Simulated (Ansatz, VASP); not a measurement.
# Two plane-wave programs on MgB

The input POSCAR:

```
MgB
1.0
    2.8951500000      0.0000000000      0.0000000000
    0.0000000000      2.8951500000      0.0000000000
    0.0000000000      0.0000000000      2.8951500000
Mg B
1 1
Direct
    0.0000000000      0.0000000000      0.0000000000
    0.5000000000      0.5000000000      0.5000000000
```

The input INCAR.step1:

```
ALGO     = Normal         # electronic algorithm
EDIFF    = 1E-5           # SCF threshold, eV
ENCUT    = 520            # plane-wave cutoff, eV
GGA      = PE             # functional
ISIF     = 2              # what is computed and relaxed
ISMEAR   = -1             # smearing method
LASPH    = True           # aspherical terms in the spheres
LCHARG   = False          # write CHGCAR
LREAL    = False          # projectors in reciprocal space
LWAVE    = True           # write WAVECAR
NBANDS   = 10             # bands
NELM     = 80             # most SCF steps
PREC     = Accurate       # precision mode
SIGMA    = 0.05           # smearing width, eV
```

INCAR.step2

```
AEXX     = 0.35           # exact-exchange fraction
ALGO     = Normal         # electronic algorithm
EDIFF    = 1E-6           # SCF threshold, eV
ENCUT    = 520            # plane-wave cutoff, eV
GGA      = PE             # functional
ISIF     = 2              # what is computed and relaxed
ISMEAR   = -1             # smearing method
ISTART   = 1            
LASPH    = True           # aspherical terms in the spheres
LCHARG   = False          # write CHGCAR
LHFCALC  = True           # exact exchange
LREAL    = False          # projectors in reciprocal space
LWAVE    = False          # write WAVECAR
NBANDS   = 10             # bands
NELM     = 80             # most SCF steps
PREC     = Accurate       # precision mode
PRECFOCK = Normal       
SIGMA    = 0.05           # smearing width, eV
```

Contents of KPOINTS:

```
k-points
0
Gamma
  5 5 5
```

File input.yaml:

```yaml
crystal:
  lattice:
    - [2.89515, 0.0, 0.0]
    - [0.0, 2.89515, 0.0]
    - [0.0, 0.0, 2.89515]
  atoms:
    - { symbol: Mg, position: [0.0, 0.0, 0.0] }
    - { symbol: B, position: [0.5, 0.5, 0.5] }
hamiltonian:
  xc: { exchange: pbe, correlation: pbe, exx: { coeff: 0.35 } }
  pseudopotentials: { kind: paw }
kpoints:
  mp_grid: { grid: [5, 5, 5] }
scf:
  occupations: { method: fermi_dirac, width: 0.05 }
output:
  forces: true
  stress: true
  eigenvalues: true
```

Alike in both runs: task single point; functional PBE-based global hybrid; k mesh 5 × 5 × 5; occupations fermi-dirac, width 0.05 eV; no spin polarisation.

|  | VASP | Ansatz |
| --- | --- | --- |
| version | VASP 6.6.1 | Ansatz 0.2.0 |
| potentials or method | VASP PAW PBE potentials, release 64 (Mg, B) | Ansatz PAW |
| plane-wave cutoff (eV) | 520 | 420 |
| valence electrons in the cell | 5 | 13 |

Ansatz gave:

| Quantity | Value |
| --- | --- |
| gap on the k mesh at the Fermi level (eV) | none |
| pressure (GPa) | -1.5 |

Problem. Which values does VASP return?

Solution. gap on the k mesh at the Fermi level (eV): none; pressure (GPa): -1.8.

VASP's potentials were made for PBE, not for PBE-based global hybrid. A gap of «none» marks a metal or a gap that the smearing closes. With one functional, cell and mesh, what is left measures potentials, basis and numerics. VASP's potentials hold 5 valence electrons a cell and Ansatz's 13, so a difference there can come from the potentials and not from the codes.

The k mesh is coarse, so the values compare programs but aren't converged.
